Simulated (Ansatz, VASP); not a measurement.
GaAs in VASP and in Ansatz

The input POSCAR:

```
GaAs
1.0
    0.0000000000      2.8266500000      2.8266500000
    2.8266500000      0.0000000000      2.8266500000
    2.8266500000      2.8266500000      0.0000000000
Ga As
1 1
Direct
    0.0000000000      0.0000000000      0.0000000000
    0.2500000000      0.2500000000      0.2500000000
```

The input INCAR.step1:

```
  PREC = Accurate
  ENCUT = 550
  ISMEAR = 0
  SIGMA = 0.01
  LREAL = False
  LASPH = True
  NELM = 200
  MAGMOM = 0 0 0 0 0 0
  LSORBIT = True
  GGA_COMPAT = False
  NBANDS = 30
  GGA = PE
  ALGO = Normal
  EDIFF = 1E-5
  LWAVE = True
  LCHARG = False
```

Contents of INCAR.step2:

```
  PREC = Accurate
  ENCUT = 550
  EDIFF = 1E-6
  ISMEAR = 0
  SIGMA = 0.01
  LREAL = False
  LASPH = True
  NELM = 200
  ALGO = Normal
  ISIF = 2
  LWAVE = False
  LCHARG = False
  MAGMOM = 0 0 0 0 0 0
  LORBIT = 11
  LSORBIT = True
  GGA_COMPAT = False
  LORBMOM = True
  METAGGA = R2SCAN
  LMIXTAU = True
  NBANDS = 30
  ISTART = 1
```

Contents of KPOINTS:

```
Automatic mesh
0
Gamma
  6 6 6
```

Input for Ansatz:

```yaml
crystal:
  lattice:
    - [0.0, 2.82665, 2.82665]
    - [2.82665, 0.0, 2.82665]
    - [2.82665, 2.82665, 0.0]
  atoms:
    - { symbol: Ga, position: [0.0, 0.0, 0.0] }
    - { symbol: As, position: [0.25, 0.25, 0.25] }
scf:
  occupations: { method: gaussian, width: 0.01 }
  n_extra_bands: 12
output:
  eigenvalues: true
  eigenstates: { kpoints: [[0, 0, 0]], e_range: [-2, 2] }
hamiltonian:
  xc: r2scan
  pseudopotentials: { kind: paw_fr }
kpoints:
  mp_grid: { grid: [6, 6, 6] }
magnetization:
  noncollinear: true
  spin_orbit: true
```

Alike in both runs: task single point; functional r2SCAN; k mesh 6 × 6 × 6; occupations gaussian, width 0.01 eV; non-collinear spin, spin-orbit coupling.

|  | VASP | Ansatz |
| --- | --- | --- |
| version | VASP 6.6.1 | Ansatz 0.2.0 |
| potentials or method | VASP PAW PBE potentials, release 64 (Ga_d, As) | plane waves, PAW |
| plane-wave cutoff (eV) | 550 | 500 |
| valence electrons in the cell | 18 | 28 |

```tsv
	VASP	Ansatz	Ansatz less VASP
net moment per atom (μB)	0.00	0.00	0.000
```

VASP's potentials were made for PBE, not for r2SCAN. VASP's potentials hold 18 valence electrons a cell and Ansatz's 28, so a difference there can come from the potentials and not from the codes.
